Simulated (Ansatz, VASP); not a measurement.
One calculation of KCl, two programs

Contents of INCAR:

```
  PREC = Accurate
  ENCUT = 520
  EDIFF = 1E-7
  ISMEAR = 0
  SIGMA = 0.05
  LREAL = F
  LASPH = T
  NELM = 100
  ALGO = Normal
  ISIF = 2
  LWAVE = F
  LCHARG = F
  GGA = PE
  NBANDS = 15
```

File KPOINTS:

```
regular mesh
0
Gamma
  6 6 6
```

The input POSCAR:

```
KCl
1.0
    3.7816080600      0.0000000000      0.0000000000
    0.0000000000      3.7816080600      0.0000000000
    0.0000000000      0.0000000000      3.8391960000
K Cl
1 1
Direct
    0.0000000000      0.0000000000      0.0000000000
    0.5000000000      0.5000000000      0.5000000000
```

Input for Ansatz:

```yaml
crystal:
  lattice:
    - [3.78160806, 0.0, 0.0]
    - [0.0, 3.78160806, 0.0]
    - [0.0, 0.0, 3.839196]
  atoms:
    - { symbol: K, position: [0.0, 0.0, 0.0] }
    - { symbol: Cl, position: [0.5, 0.5, 0.5] }
basis:
  ecutwfc: 420
kpoints:
  mp_grid: { grid: [6, 6, 6] }
hamiltonian:
  xc: pbe
scf:
  occupations: { method: gaussian, width: 0.05 }
output:
  forces: true
  stress: true
  eigenvalues: true
```

Change from the starting cell: strain -0.015 along x and y, +0.000 along z, atoms carried along.

Alike in both runs: task single point; functional PBE; k mesh 6 × 6 × 6; occupations gaussian, width 0.05 eV; no spin polarisation.

|  | VASP | Ansatz |
| --- | --- | --- |
| version | VASP 6.6.1 | Ansatz 0.2.0 |
| potentials or method | VASP PAW PBE potentials, release 64 (K_sv, Cl), cutoff 520 eV | scalar-relativistic, plane waves, PAW |
| valence electrons in the cell | 16 | 16 |

Ansatz gave:

| Property | Result |
| --- | --- |
| gap on the k mesh at the Fermi level (eV) | 4.90 |
| least direct gap on the mesh (eV) | 5.10 |
| pressure (GPa) | 0.5 |
| traceless stress, the component that is largest in VASP (GPa) | -0.45 |

Problem. What did VASP give for the same quantities?

Solution. gap on the k mesh at the Fermi level (eV): 4.90; least direct gap on the mesh (eV): 5.10; pressure (GPa): 0.6; traceless stress, the component that is largest in VASP (GPa): -0.45.
